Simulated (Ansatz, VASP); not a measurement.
**Two plane-wave programs on WSe2**

Contents of INCAR:

```
SYSTEM = WSe2
ALGO = Normal ; EDIFF = 1E-6
ENCUT = 520 ; GGA = PE
ISIF = 2 ; ISMEAR = 0
IVDW = 12 ; LASPH = .True.
LCHARG = .False. ; LREAL = .False.
LWAVE = .False. ; NBANDS = 35
NELM = 80 ; PREC = Accurate
SIGMA = 0.02
```

The input KPOINTS:

```
k-points
0
Gamma
  12 12 2
  0 0 0
```

File POSCAR:

```
WSe2
1.0
    3.1314837531      0.0000000000      0.0000000000
   -1.5657418766      2.7119444817      0.0000000000
    0.0000000000      0.0000000000     12.2171462894
W Se
2 4
Direct
    0.6666666667      0.3333333333      0.2500000000
    0.3333333333      0.6666666667      0.7500000000
    0.3333333333      0.6666666667      0.3909344501
    0.6666666667      0.3333333333      0.8909344501
    0.3333333333      0.6666666667      0.1090655499
    0.6666666667      0.3333333333      0.6090655499
```

Input for Ansatz:

```yaml
crystal:
  lattice:
    - [3.1314837531, 0.0, 0.0]
    - [-1.5657418766, 2.7119444817, 0.0]
    - [0.0, 0.0, 12.2171462894]
  atoms:
    - { symbol: W, position: [0.6666666667, 0.3333333333, 0.25] }
    - { symbol: W, position: [0.3333333333, 0.6666666667, 0.75] }
    - { symbol: Se, position: [0.3333333333, 0.6666666667, 0.3909344501] }
    - { symbol: Se, position: [0.6666666667, 0.3333333333, 0.8909344501] }
    - { symbol: Se, position: [0.3333333333, 0.6666666667, 0.1090655499] }
    - { symbol: Se, position: [0.6666666667, 0.3333333333, 0.6090655499] }
basis:
  ecutwfc: 420
  xc_grid: 3
kpoints:
  mp_grid: { grid: [12, 12, 2] }
hamiltonian:
  xc: pbe
  dispersion: d3bj
scf:
  occupations: { method: gaussian, width: 0.02 }
  mixing: { algorithm: broyden, beta: 0.5, ndim: 16 }
output:
  forces: true
  eigenvalues: true
  stress: true
```

Alike in both runs: task single point; functional PBE; dispersion D3(BJ); k mesh 12 × 12 × 2; occupations gaussian, width 0.02 eV; no spin polarisation.

|  | VASP | Ansatz |
| --- | --- | --- |
| version | VASP 6.6.1 | Ansatz 0.2.0 |
| potentials or method | VASP PAW PBE potentials, release 64 (W_sv, Se), cutoff 520 eV | scalar-relativistic, plane waves, PAW |
| valence electrons in the cell | 52 | 92 |

```csv
,VASP,Ansatz,Ansatz less VASP
gap on the k mesh at the Fermi level (eV),0.58,0.58,+0.006
pressure (GPa),13.5,13.0,-0.49
"traceless stress, the component that is largest in VASP (GPa)",-4.45,-4.59,-0.133
rms of the force components (eV/Å),0.028,0.000,-0.0277
```

Atom by atom the forces differ by 0.028 eV/Å (rms over components). VASP's potentials hold 52 valence electrons a cell and Ansatz's 92, so a difference there can come from the potentials and not from the codes.

Neither program's run includes spin-orbit coupling.
